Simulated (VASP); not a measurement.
Runs of VASP 6.6.1 on Pt. The structure is that of space group Pm-3m (No. 221), or close to it. The cells are those of the table. This isn't the form of Pt at room conditions, which is fcc.

```tsv
task	spin	cell	k mesh	cutoff (eV)	gap on the mesh (eV)	pressure (GPa)
single point	off	a = 2.669 Å, 1 atom	14 × 14 × 14	520	none	(a)
single point	non-collinear, zero start, SOC	a = 2.570 Å, 1 atom	12 × 12 × 12	520	-	0.7
single point	off	a = 2.570 Å, 1 atom	14 × 14 × 14	520	none	0.5
relaxation of cell and atoms	off	relaxed from a = 2.536 Å, 1 atom	12 × 12 × 12	600	none	0.0
single point	off	a = 2.570 Å, 1 atom	12 × 12 × 12	520	none	0.4
```

Alike in all rows: level LDA; potentials or basis VASP PAW LDA potentials, release 64 (Pt); smearing fermi-dirac 0.1 eV.

**Question.** Estimate the missing entries.

**Answer.** (a) -19.1.

Caveats: spin-orbit coupling is left out, which moves the levels of the heavy elements (at least some runs); the cell stands under tension (at least some runs).

A k mesh can miss the band edges, and rows without SOC leave out spin-orbit coupling on Pt.

A gap of «none» marks levels without a gap at the run's occupations.
